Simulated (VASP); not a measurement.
Runs of VASP 6.6.1 on HfO2. The structure is that of space group Pca2_1 (No. 29), or close to it. The cells are those of the table. 

```csv
level,U,cell,k mesh,gap on the mesh (eV),pressure (GPa),largest force (eV/Å)
PBEsol+U,Hf d U = 5.0 eV,"a = 5.269, b = 5.081, c = 5.102 Å, 12 atoms",4 × 5 × 4,(a),4.0,0.22
SVWN5,-,"a = 5.288, b = 5.071, c = 5.099 Å, 12 atoms",5 × 6 × 5,(d),-17.0,0.22
BLYP+D3(BJ),-,"a = 5.277, b = 5.057, c = 5.089 Å, 12 atoms",5 × 6 × 5,4.38,-2.5,0.04
RPBE+D3(BJ),-,"a = 5.219, b = 5.005, c = 5.033 Å, 12 atoms",5 × 6 × 5,4.52,-11.2,0.14
RPBE,-,"a = 5.184, b = 4.971, c = 4.999 Å, 12 atoms",5 × 6 × 5,(c),17.3,0.17
PBE+D3(BJ),-,"a = 5.219, b = 5.005, c = 5.033 Å, 12 atoms",5 × 6 × 5,(b),2.7,0.07
RPBE,-,"a = 5.219, b = 5.005, c = 5.033 Å, 12 atoms",5 × 6 × 5,4.52,11.4,0.09
r2SCAN+D4,-,"a = 5.149, b = 4.937, c = 4.965 Å, 12 atoms",5 × 6 × 5,5.11,11.1,0.17
```

Alike in all rows: task single point; potentials or basis VASP PAW PBE potentials, release 64 (Hf_pv, O); no spin polarisation; cutoff (eV) 520; smearing fermi-dirac 0.05 eV.

Problem. Fill in the values left out.

Solution. (a) 5.06; (b) 4.44; (c) 4.59; (d) 4.12.

Caveats: spin-orbit coupling is left out, which moves the levels of the heavy elements; the PAW data sets were made with another functional, which shifts forces and pressure a little (some runs).

A k mesh can miss the band edges, and the runs leave out spin-orbit coupling on Hf.
